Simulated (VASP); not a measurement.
# TiTe2As5 (P-62m) in VASP: single point with PBE

Aim: the single point of TiTe2As5 with PBE.

All numbers are computed with VASP 6.6.1; they aren't measurements. Logs are shortened: lines on timing, memory, paths and dates and some standing lists are left out, and cuts for length are marked.

## 1. The cell of the first run

It takes space group P-62m (No. 189, hexagonal). The conventional cell has a = 4.920 Å, b = 4.920 Å, c = 10.106 Å, α = 90.00°, β = 90.00°, γ = 120.00°. Ti (site symmetry -62m) has 2 Te at 2.71 Å and 6 As at 2.84 Å within 3.6 Å. Within 3.6 Å of Te (site symmetry 3m) lie 1 Ti at 2.71 Å and 3 As at 2.98 Å. Within 3.7 Å of As (site symmetry -6) lie 3 As at 2.84 Å and 3 Ti at 2.84 Å. Within 3.5 Å of As (site symmetry m2m) lie 6 As at 2.69 to 3.18 Å and 2 Te at 2.98 Å.

## 2. Single point, PBE

File INCAR:

```
SYSTEM = TiTe2As5
PREC = Accurate
ENCUT = 520
EDIFF = 1E-6
ISMEAR = 0
SIGMA = 0.2
LREAL = .FALSE.
LASPH = .TRUE.
NELM = 80
ALGO = Normal
ISIF = 2
LWAVE = .FALSE.
LCHARG = .FALSE.
GGA = PE
NBANDS = 34
```

File KPOINTS:

```
Automatic mesh
0
G
  4 4 2
  0 0 0
```

File POSCAR:

```
TiTe2As5
1.0
    4.9196457679      0.0000000000      0.0000000000
   -2.4598228840      4.2605382126      0.0000000000
    0.0000000000      0.0000000000     10.1064598393
Ti Te As
1 2 5
Direct
    0.0000000000      0.0000000000      0.5000000000
    0.0000000000      0.0000000000      0.7677476268
    0.0000000000      0.0000000000      0.2322523732
    0.3333333333      0.6666666667      0.5000000000
    0.6666666667      0.3333333333      0.5000000000
    0.3733060284      0.0000000000      0.0000000000
    0.0000000000      0.3733060284      0.0000000000
    0.6266939716      0.6266939716      0.0000000000
```

Potentials or basis: VASP PAW PBE potentials, release 64 (Ti_sv, Te, As).

Command:

```bash
$ cat potpaw_PBE.64/Ti_sv/POTCAR potpaw_PBE.64/Te/POTCAR potpaw_PBE.64/As/POTCAR > POTCAR
$ mpirun -np 1 vasp_std > vasp.out
```

OUTCAR:

```text
SYSTEM = TiTe2As5
   PREC = Accurate
   ENCUT = 520
   EDIFF = 1E-6
   ISMEAR = 0
   LREAL = .FALSE.
   LASPH = .TRUE.
   NELM = 80
   ISIF = 2
   GGA = PE

 ion  position               nearest neighbor table
   1  0.000  0.000  0.500-   2 2.71   3 2.71   4 2.84   5 2.84   5 2.84   4 2.84   5 2.84   4 2.84

   2  0.000  0.000  0.768-   1 2.71   8 2.98   6 2.98   7 2.98
   3  0.000  0.000  0.232-   1 2.71   8 2.98   6 2.98   7 2.98
   4  0.333  0.667  0.500-   5 2.84   5 2.84   1 2.84   1 2.84   1 2.84   5 2.84
   5  0.667  0.333  0.500-   4 2.84   4 2.84   1 2.84   1 2.84   1 2.84   4 2.84
   6  0.373  0.000  0.000-   7 2.69   7 2.69   8 2.69   8 2.69   2 2.98   3 2.98
   7  0.000  0.373  0.000-   6 2.69   6 2.69   8 2.69   8 2.69   2 2.98   3 2.98
   8  0.627  0.627  0.000-   7 2.69   6 2.69   7 2.69   6 2.69   2 2.98   3 2.98

  LATTYP: Found a hexagonal cell.
 ALAT       =     4.9196457679
 C/A-ratio  =     2.0543064107

  Lattice vectors:

 A1 = (   4.9196457679,   0.0000000000,   0.0000000000)
 A2 = (  -2.4598228840,   4.2605382126,   0.0000000000)
 A3 = (   0.0000000000,   0.0000000000,  10.1064598393)

Analysis of symmetry for initial positions (statically):
=====================================================================
 Subroutine PRICEL returns:
 Original cell was already a primitive cell.

 Routine SETGRP: Setting up the symmetry group for a
 hexagonal supercell.

 Subroutine GETGRP returns: Found 12 space group operations
 (whereof 12 operations were pure point group operations)
 out of a pool of 24 trial point group operations.

The static configuration has the point symmetry D_3h.

Analysis of symmetry for dynamics (positions and initial velocities):
=====================================================================
 Subroutine PRICEL returns:
 Original cell was already a primitive cell.

 Routine SETGRP: Setting up the symmetry group for a
 hexagonal supercell.

 Subroutine GETGRP returns: Found 12 space group operations
 (whereof 12 operations were pure point group operations)
 out of a pool of 24 trial point group operations.

The dynamic configuration has the point symmetry D_3h.

 Subroutine INISYM returns: Found 12 space group operations
 (whereof 12 operations are pure point group operations),
 and found     1 'primitive' translations

[... 94 lines left out ...]
   NFREE  =      0    steps in history (QN), initial steepest desc. (CG)
   ISIF   =      2    stress and relaxation
   ISYM   =      2    0-nonsym 1-usesym 2-fastsym
   POTIM  = 0.5000    time-step for ionic-motion
   TEBEG  =    0.0;   TEEND  =   0.0 temperature during run
   PSTRESS=    0.0 pullay stress
   NELECT =      49.0000    total number of electrons
   NUPDOWN=      -1.0000    fix difference up-down
   EMIN   =  10.00;   EMAX   =-10.00  energy-range for DOS
   EFERMI =   0.00;   METHOD = LEGACY
   ISMEAR =     0;   SIGMA  =   0.20  broadening in eV -4-tet -1-fermi 0-gaus
   EFERMI_NEDOS =   21; number of points for ismear=-14 and -15
   IALGO  =     38    algorithm
   IMIX   =      4    mixing-type and parameters
     AMIX     =   0.40;   BMIX     =  1.00
     AMIX_MAG =   1.60;   BMIX_MAG =  1.00
  volume/ion in A,a.u.               =      26.48       178.69
  Fermi-wavevector in a.u.,A,eV,Ry     =   1.004942  1.899065 13.740643  1.009909
  Thomas-Fermi vector in A             =   2.137590
   LORBIT       =      0    0 simple, 1 ext, 2 COOP (PROOUT), +10 PAW based schemes
   GGA     = PE    functional components
   LHFCALC =     F    Hartree Fock is set to
   AEXX    =    0.0000 exact exchange contribution
   IVDW    =     0    specifies the selected vdW correction
   LEPSILON=     F    determine dielectric tensor
   LRPA    =     F    only Hartree local field effects (RPA)
 non-spin polarized calculation
 Gauss-broadening in eV      SIGMA  =   0.20
  energy-cutoff  :      520.00
  volume of cell :      211.83
 maximum number of plane-waves:      5736
 NGX is ok and might be reduce to    40
   NGX = 19   NGY = 19   NGZ = 37

 number of electron      49.0000001 magnetization

 Free energy of the ion-electron system (eV)
  ---------------------------------------------------
  ext. energy  EPLUGINS =         0.00000000
  ---------------------------------------------------
  free energy    TOTEN  =       -35.23852076 eV

  energy without entropy =      -35.10372180  energy(sigma->0) =      -35.17112128

 E-fermi :   4.7766     XC(G=0):  -9.2931

 val. band max:        4.7579580639   @ k =   0.2500   0.2500   0.0000
 cond. band min:       4.7893627847   @ k =   0.2500   0.0000   0.5000
 fundamental gap:      0.0314047208
 Fermi energy:         4.7765873162

 k-point     1 :       0.0000    0.0000    0.0000
  band No.  band energies     occupation
      1     -52.3282      2.00000
      2     -28.7597      2.00000
      3     -28.5072      2.00000
      4     -28.5072      2.00000
      5      -9.8681      2.00000
      6      -7.5012      2.00000
[... 285 lines left out ...]
     33       7.3291      0.00000
     34       7.7073      0.00000

------------------------ aborting loop because EDIFF is reached ----------------------------------------

  FORCE on cell =-STRESS in cart. coord.  units (eV):
  Direction    XX          YY          ZZ          XY          YZ          ZX
  --------------------------------------------------------------------------------------
  -------------------------------------------------------------------------------------
  Total       -0.1275385     -0.1275385      0.5264525      0.0000000     -0.0000000      0.0000000
  in kB       -0.9646164     -0.9646164      3.9817356      0.0000000     -0.0000000      0.0000000
  external PRESSURE =       0.6841676 kB  Pullay stress =       0.0000000 kB

 VOLUME and BASIS-vectors are now :
 -----------------------------------------------------------------------------
  energy-cutoff  :      520.00
  volume of cell :      211.83
      direct lattice vectors                 reciprocal lattice vectors
     4.919645768  0.000000000  0.000000000     0.203266667  0.117356065  0.000000000
    -2.459822884  4.260538213  0.000000000     0.000000000  0.234712130  0.000000000
     0.000000000  0.000000000 10.106459839     0.000000000  0.000000000  0.098946616

 POSITION                                       TOTAL-FORCE (eV/Angst)
 -----------------------------------------------------------------------------------
      0.00000      0.00000      5.05323        -0.000000     -0.000000     -0.000000
      0.00000      0.00000      7.75921        -0.000000     -0.000000     -0.028150
      0.00000      0.00000      2.34725        -0.000000      0.000000      0.028150
     -0.00000      2.84036      5.05323        -0.000000      0.000000     -0.000000
      2.45982      1.42018      5.05323        -0.000000      0.000000     -0.000000
      1.83653      0.00000      0.00000         0.046098      0.000000     -0.000000
     -0.91827      1.59048      0.00000        -0.023049      0.039922     -0.000000
      1.54156      2.67005      0.00000        -0.023049     -0.039922     -0.000000
 -----------------------------------------------------------------------------------
    total drift:                               -0.000000     -0.000000     -0.000000

  FREE ENERGIE OF THE ION-ELECTRON SYSTEM (eV)
  ---------------------------------------------------
  free  energy   TOTEN  =       -35.2385207552 eV

  energy  without entropy=      -35.1037217964  energy(sigma->0) =      -35.17112128
```

stdout:

```text
POSCAR found type information on POSCAR TiTeAs
 POSCAR found :  3 types and       8 ions
 scaLAPACK will be used
 LDA part: xc-table for (Slater+PW92), standard interpolation
 POSCAR, INCAR and KPOINTS ok, starting setup
 FFT: planning ... GRIDC
 FFT: planning ... GRID_SOFT
 FFT: planning ... GRID
 WAVECAR not read
 entering main loop
```

It took 76 s on 1 thread of Intel Xeon Platinum 8488C (Sapphire Rapids), shared host; peak memory 0.36 GiB.

Results:

```
Free energy   : -35.2385 eV
Pressure      : 0.1 GPa
Largest force : 0.046 eV/Å
```

Forces in eV/Å, atoms in the order of the input:
```
Ti   0.000  0.000  0.000
Te   0.000  0.000 -0.028
Te   0.000  0.000  0.028
As   0.000  0.000  0.000
As   0.000  0.000  0.000
As   0.046  0.000  0.000
As  -0.023  0.040  0.000
As  -0.023 -0.040  0.000
```

Stress tensor (GPa, compression positive):
```
-0.10  0.00  0.00
 0.00 -0.10  0.00
 0.00  0.00  0.40
```

Levels at points of the mesh, in eV from the Fermi level:
```csv
k point,band 21,band 22,band 23,band 24,band 25,band 26,band 27,band 28
"(0.00, 0.00, 0.00)",-2.31,-1.12,-1.12,-0.52,0.35,0.35,0.63,0.89
"(0.50, 0.00, 0.00)",-1.24,-0.85,-0.77,-0.28,0.03,0.26,0.95,1.29
"(0.00, 0.00, 0.50)",-1.93,-1.08,-1.08,-0.83,0.04,0.04,0.89,1.29
"(0.50, 0.00, 0.50)",-1.12,-0.30,-0.28,-0.18,-0.13,0.07,0.27,1.34
```

Caveat: the k points lie up to 0.37 Å⁻¹ apart; spin-orbit coupling is left out, which moves the levels of the heavy elements.
